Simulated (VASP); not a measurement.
# Ag (Fm-3m) in VASP: notebook

Ag is run at these levels: LDA; tasks: single point.

All numbers are computed with VASP 6.6.1; they aren't measurements. Logs are shortened: lines on timing, memory, paths and dates and some standing lists are left out, and cuts for length are marked.

## (1) The cell of the first run

The structure is cubic, space group Fm-3m (No. 225). Conventional cell: a = 3.999 Å, b = 3.999 Å, c = 3.999 Å, α = 90.00°, β = 90.00°, γ = 90.00°. Ag (site symmetry m-3m) has 12 Ag at 2.83 Å within 3.7 Å.

## (2) Single point, LDA

INCAR reads:

```
SYSTEM = Ag
PREC = Accurate
ENCUT = 520
EDIFF = 1E-6
ISMEAR = -1
SIGMA = 0.01
LREAL = .FALSE.
LASPH = .TRUE.
NELM = 80
ALGO = Normal
ISIF = 2
LWAVE = .FALSE.
LCHARG = .FALSE.
GGA = CA
NBANDS = 12
```

KPOINTS reads:

```
regular mesh
0
G
  13 13 13
  0 0 0
```

POSCAR reads:

```
Ag
1.0
    0.0000000000      1.9996579419      1.9996579419
    1.9996579419      0.0000000000      1.9996579419
    1.9996579419      1.9996579419      0.0000000000
Ag
1
Direct
    0.0000000000      0.0000000000      0.0000000000
```

Potentials or basis: VASP PAW LDA potentials, release 64 (Ag).

The run is started by

```sh
$ cat potpaw_LDA.64/Ag/POTCAR > POTCAR
$ mpirun -np 1 vasp_std > vasp.out
```

OUTCAR:

```text
SYSTEM = Ag
   PREC = Accurate
   ENCUT = 520
   EDIFF = 1E-6
   ISMEAR = -1
   LREAL = .FALSE.
   LASPH = .TRUE.
   NELM = 80
   ISIF = 2
   GGA = CA

 ion  position               nearest neighbor table
   1  0.000  0.000  0.000-

  LATTYP: Found a face centered cubic cell.
 ALAT       =     3.9993158838

  Lattice vectors:

 A1 = (   0.0000000000,   1.9996579419,   1.9996579419)
 A2 = (   1.9996579419,   0.0000000000,   1.9996579419)
 A3 = (   1.9996579419,   1.9996579419,   0.0000000000)

Analysis of symmetry for initial positions (statically):
=====================================================================
 Subroutine PRICEL returns:
 Original cell was already a primitive cell.

 Routine SETGRP: Setting up the symmetry group for a
 face centered cubic supercell.

 Subroutine GETGRP returns: Found 48 space group operations
 (whereof 48 operations were pure point group operations)
 out of a pool of 48 trial point group operations.

The static configuration has the point symmetry O_h .

Analysis of symmetry for dynamics (positions and initial velocities):
=====================================================================
 Subroutine PRICEL returns:
 Original cell was already a primitive cell.

 Routine SETGRP: Setting up the symmetry group for a
 face centered cubic supercell.

 Subroutine GETGRP returns: Found 48 space group operations
 (whereof 48 operations were pure point group operations)
 out of a pool of 48 trial point group operations.

The dynamic configuration has the point symmetry O_h .

 Subroutine INISYM returns: Found 48 space group operations
 (whereof 48 operations are pure point group operations),
 and found     1 'primitive' translations

----------------------------------------------------------------------------------------

                                     Primitive cell

  volume of cell :      15.9918

  direct lattice vectors                    reciprocal lattice vectors
     0.000000000  1.999657942  1.999657942    -0.250042765  0.250042765  0.250042765
     1.999657942  0.000000000  1.999657942     0.250042765 -0.250042765  0.250042765
     1.999657942  1.999657942  0.000000000     0.250042765  0.250042765 -0.250042765

  length of vectors
     2.827943382  2.827943382  2.827943382     0.433086772  0.433086772  0.433086772

  position of ions in fractional coordinates (direct lattice)
     0.000000000  0.000000000  0.000000000

  ion indices of the primitive-cell ions
   primitive index   ion index
                 1           1

----------------------------------------------------------------------------------------

 KPOINTS: regular mesh

Automatic generation of k-mesh.
 Grid dimensions read from file:
 generate k-points for:   13   13   13

 Generating k-lattice:

  Cartesian coordinates                     Fractional coordinates (reciprocal lattice)
    -0.019234059  0.019234059  0.019234059     0.076923077  0.000000000  0.000000000
     0.019234059 -0.019234059  0.019234059     0.000000000  0.076923077  0.000000000
     0.019234059  0.019234059 -0.019234059     0.000000000  0.000000000  0.076923077

  Length of vectors
     0.033314367  0.033314367  0.033314367

  Shift w.r.t. Gamma in fractional coordinates (k-lattice)
     0.000000000  0.000000000  0.000000000

 Subroutine IBZKPT returns following result:
 ===========================================

 Found     84 irreducible k-points:

 Following reciprocal coordinates:
            Coordinates               Weight
  0.000000  0.000000  0.000000      1.000000
  0.076923  0.000000  0.000000      8.000000
  0.153846  0.000000  0.000000      8.000000
  0.230769  0.000000  0.000000      8.000000
  0.307692  0.000000  0.000000      8.000000
  0.384615  0.000000  0.000000      8.000000
[... 16 lines left out ...]
  0.384615  0.153846  0.000000     24.000000
  0.461538  0.153846  0.000000     24.000000
 [... further k-points ...]
   k-points           NKPTS =     84   k-points in BZ     NKDIM =     84   number of bands    NBANDS=     12
   number of dos      NEDOS =    301   number of ions     NIONS =      1
   total plane-waves  NPLWV =  13824
   dimension x,y,z NGX =    24 NGY =   24 NGZ =   24
   dimension x,y,z NGXF=    48 NGYF=   48 NGZF=   48
   ions per type =               1
   NGX,Y,Z   is equivalent  to a cutoff of  14.11, 14.11, 14.11 a.u.
   NGXF,Y,Z  is equivalent  to a cutoff of  28.22, 28.22, 28.22 a.u.
 SYSTEM =  Ag
   PREC   = accura    normal or accurate (medium, high low for compatibility)
   ISTART =      0    job   : 0-new  1-cont  2-samecut
   ICHARG =      2    charge: 1-file 2-atom 10-const
   ISPIN  =      1    spin polarized calculation?
   LNONCOLLINEAR =      F non collinear calculations
   LSORBIT =      F    spin-orbit coupling
   LASPH  =      T    aspherical Exc in radial PAW
   ENCUT  =  520.0 eV  38.22 Ry    6.18 a.u.   5.26  5.26  5.26*2*pi/ulx,y,z
   NELM   =     80;   NELMIN=  2; NELMDL= -5     # of ELM steps
   EDIFF  = 0.1E-05   stopping-criterion for ELM
   LREAL  =      F    real-space projection
   EDIFFG = 0.1E-04   stopping-criterion for IOM
   NSW    =      0    number of steps for IOM
   IBRION =     -1    ionic relax: 0-MD 1-quasi-New 2-CG
   NFREE  =      0    steps in history (QN), initial steepest desc. (CG)
   ISIF   =      2    stress and relaxation
   ISYM   =      2    0-nonsym 1-usesym 2-fastsym
   POTIM  = 0.5000    time-step for ionic-motion
   TEBEG  =    0.0;   TEEND  =   0.0 temperature during run
   PSTRESS=    0.0 pullay stress
   NELECT =      11.0000    total number of electrons
   NUPDOWN=      -1.0000    fix difference up-down
   EMIN   =  10.00;   EMAX   =-10.00  energy-range for DOS
   EFERMI =   0.00;   METHOD = LEGACY
   ISMEAR =    -1;   SIGMA  =   0.01  broadening in eV -4-tet -1-fermi 0-gaus
   EFERMI_NEDOS =   21; number of points for ismear=-14 and -15
   IALGO  =     38    algorithm
   IMIX   =      4    mixing-type and parameters
     AMIX     =   0.40;   BMIX     =  1.00
     AMIX_MAG =   1.60;   BMIX_MAG =  1.00
  volume/ion in A,a.u.               =      15.99       107.92
  Fermi-wavevector in a.u.,A,eV,Ry     =   1.445129  2.730898 28.414386  2.088398
  Thomas-Fermi vector in A             =   2.563346
   LORBIT       =      0    0 simple, 1 ext, 2 COOP (PROOUT), +10 PAW based schemes
   GGA     = CA    functional components
   LHFCALC =     F    Hartree Fock is set to
   AEXX    =    0.0000 exact exchange contribution
   IVDW    =     0    specifies the selected vdW correction
   LEPSILON=     F    determine dielectric tensor
   LRPA    =     F    only Hartree local field effects (RPA)
 non-spin polarized calculation
  energy-cutoff  :      520.00
  volume of cell :       15.99
 maximum number of plane-waves:       444
 NGX is ok and might be reduce to    24
   NGX = 11   NGY = 11   NGZ = 11

 number of electron      11.0000002 magnetization

 Free energy of the ion-electron system (eV)
  ---------------------------------------------------
  ext. energy  EPLUGINS =         0.00000000
  ---------------------------------------------------
  free energy    TOTEN  =        -3.78247824 eV

  energy without entropy =       -3.78241440  energy(sigma->0) =       -3.78244632

 E-fermi :   9.3352     XC(G=0): -12.9654

 val. band max:        9.3039888881   @ k =   0.4615   0.3077   0.0000
 cond. band min:       9.3800356728   @ k =  -0.3846   0.1538   0.0000
 fundamental gap:      0.0760467847
 Fermi energy:         9.3352411158

 k-point     1 :       0.0000    0.0000    0.0000
  band No.  band energies     occupation
      1       0.7694      2.00000
      2       4.0569      2.00000
      3       4.0569      2.00000
      4       4.0569      2.00000
      5       5.2363      2.00000
      6       5.2363      2.00000
      7      25.2222      0.00000
      8      29.1094      0.00000
      9      29.1094      0.00000
     10      29.1094      0.00000
     11      34.2946      0.00000
     12      35.7275      0.00000

 k-point     2 :       0.0769    0.0000    0.0000
  band No.  band energies     occupation
      1       0.9635      2.00000
      2       4.0088      2.00000
      3       4.1132      2.00000
      4       4.1132      2.00000
      5       5.2145      2.00000
      6       5.2145      2.00000
      7      25.2872      0.00000
      8      27.7113      0.00000
      9      29.2284      0.00000
     10      29.2284      0.00000
     11      34.2172      0.00000
     12      35.3995      0.00000

 k-point     3 :       0.1538    0.0000    0.0000
  band No.  band energies     occupation
      1       1.4978      2.00000
      2       3.9309      2.00000
      3       4.2360      2.00000
      4       4.2360      2.00000
      5       5.1962      2.00000
      6       5.1962      2.00000
      7      24.2729      0.00000
      8      26.2750      0.00000
      9      29.4892      0.00000
     10      29.4892      0.00000
     11      32.8629      0.00000
     12      34.3911      0.00000
[... 286 lines left out ...]
 k-point    23 :       0.3846    0.1538    0.0000
  band No.  band energies     occupation
      1       2.7426      2.00000
      2       3.9105      2.00000
      3       4.2404      2.00000
      4       4.5778      2.00000
      5       6.0126      2.00000
      6       7.0458      2.00000
      7      17.8498      0.00000
      8      24.7297      0.00000
      9      25.0164      0.00000
     10      26.8993      0.00000
     11      33.9767      0.00000
     12      35.0181      0.00000

 k-point    24 :       0.4615    0.1538    0.0000
  band No.  band energies     occupation
      1       2.6715      2.00000
      2       3.8288      2.00000
      3       4.4721      2.00000
      4       4.6953      2.00000
      5       6.1617      2.00000
      6       8.7106      2.00000
      7      15.0766      0.00000
      8      23.7914      0.00000
      9      25.0526      0.00000
     10      26.1837      0.00000
     11      34.6987      0.00000
     12      34.8697      0.00000

 [... further k-points ...]

------------------------ aborting loop because EDIFF is reached ----------------------------------------

  FORCE on cell =-STRESS in cart. coord.  units (eV):
  Direction    XX          YY          ZZ          XY          YZ          ZX
  --------------------------------------------------------------------------------------
  -------------------------------------------------------------------------------------
  Total        0.0055863      0.0055863      0.0055863      0.0000000      0.0000000     -0.0000000
  in kB        0.5596806      0.5596806      0.5596806      0.0000000      0.0000000     -0.0000000
  external PRESSURE =       0.5596806 kB  Pullay stress =       0.0000000 kB

 VOLUME and BASIS-vectors are now :
 -----------------------------------------------------------------------------
  energy-cutoff  :      520.00
  volume of cell :       15.99
      direct lattice vectors                 reciprocal lattice vectors
     0.000000000  1.999657942  1.999657942    -0.250042765  0.250042765  0.250042765
     1.999657942  0.000000000  1.999657942     0.250042765 -0.250042765  0.250042765
     1.999657942  1.999657942  0.000000000     0.250042765  0.250042765 -0.250042765

 POSITION                                       TOTAL-FORCE (eV/Angst)
 -----------------------------------------------------------------------------------
      0.00000      0.00000      0.00000         0.000000      0.000000     -0.000000
 -----------------------------------------------------------------------------------
    total drift:                               -0.000000      0.000000     -0.000000

  FREE ENERGIE OF THE ION-ELECTRON SYSTEM (eV)
  ---------------------------------------------------
  free  energy   TOTEN  =        -3.7824782363 eV

  energy  without entropy=       -3.7824144028  energy(sigma->0) =       -3.78244632
```

Run time: 7.6 s. Hardware: 1 thread of Intel Xeon Platinum 8488C (Sapphire Rapids), shared host; peak memory 0.13 GiB.

Results:

```
Free energy : -3.7825 eV
Pressure    : 0.1 GPa
```

## (3) Single point, LDA

INCAR reads:

```
ALGO     = Normal         # electronic algorithm
EDIFF    = 1E-6           # SCF threshold, eV
ENCUT    = 520            # plane-wave cutoff, eV
ISIF     = 2              # what is computed and relaxed
ISMEAR   = -1             # smearing method
LASPH    = True           # aspherical terms in the spheres
LCHARG   = False          # write CHGCAR
LREAL    = False          # projectors in reciprocal space
LWAVE    = False          # write WAVECAR
NBANDS   = 12             # bands
NELM     = 100            # most SCF steps
PREC     = Accurate       # precision mode
SIGMA    = 0.03           # smearing width, eV
```

KPOINTS reads:

```
k-points
0
Gamma
  13 13 13
```

POSCAR is that of step 2.

Potentials or basis: VASP PAW LDA potentials, release 64 (Ag).

The run is started by

```sh
$ cat potpaw_LDA.64/Ag/POTCAR > POTCAR
$ mpirun -np 1 vasp_std > vasp.out
```

Run time: 8 s. Hardware: 1 thread of Intel Xeon Platinum 8488C (Sapphire Rapids), shared host; peak memory 0.14 GiB.

Results (log left out):

```yaml
Free_energy: -3.7829 eV
Pressure: 0.1 GPa
```

Levels at points of the mesh, in eV from the Fermi level:
```tsv
k point	band 2	band 3	band 4	band 5	band 6	band 7	band 8	band 9	band 10	band 11
(0.00, 0.00, 0.00)	-5.27	-5.27	-5.27	-4.09	-4.09	15.89	19.78	19.78	19.78	24.97
```

## (4) Single point, LDA

INCAR reads:

```
SYSTEM = Ag
  ALGO = Normal
  EDIFF = 1E-6
  ENCUT = 520
  GGA = CA
  ISIF = 2
  ISMEAR = -1
  LASPH = .True.
  LCHARG = .True.
  LELF = .True.
  LREAL = .False.
  LVHAR = .True.
  LWAVE = .False.
  NBANDS = 12
  NELM = 80
  PREC = Accurate
  SIGMA = 0.1
```

KPOINTS reads:

```
k-points
0
Gamma
  13 13 13
  0 0 0
```

POSCAR is that of step 3.

The run is started by

```sh
$ cat potpaw_LDA.64/Ag/POTCAR > POTCAR
$ mpirun -np 1 vasp_std > vasp.out
```

Run time: 9.3 s. Hardware: 1 thread of Intel Xeon Platinum 8488C (Sapphire Rapids), shared host; peak memory 0.13 GiB.

Results (log left out):

| Quantity | Value |
| --- | --- |
| Free energy | -3.7870 eV |
| Pressure | 0.2 GPa |

Levels at points of the mesh, in eV from the Fermi level:
```
           k point  band 2  band 3  band 4  band 5  band 6  band 7  band 8  band 9  band 10  band 11
(0.00, 0.00, 0.00)   -5.20   -5.20   -5.20   -4.02   -4.02   15.97   19.86   19.86    19.86    25.04
```

## (5) The runs side by side

| smearing | gap on the mesh (eV) | pressure (GPa) |
| --- | --- | --- |
| fermi-dirac 0.01 eV | none | 0.1 |
| fermi-dirac 0.03 eV | none | 0.1 |
| fermi-dirac 0.1 eV | none | 0.2 |

Alike in all rows: task single point; level LDA; potentials or basis VASP PAW LDA potentials, release 64 (Ag); no spin polarisation; cell as given; k mesh 13 × 13 × 13; cutoff (eV) 520.

Every run on the cell as given and a fine mesh finds a metal.

Absolute energies hang on the potentials; compare differences alone.
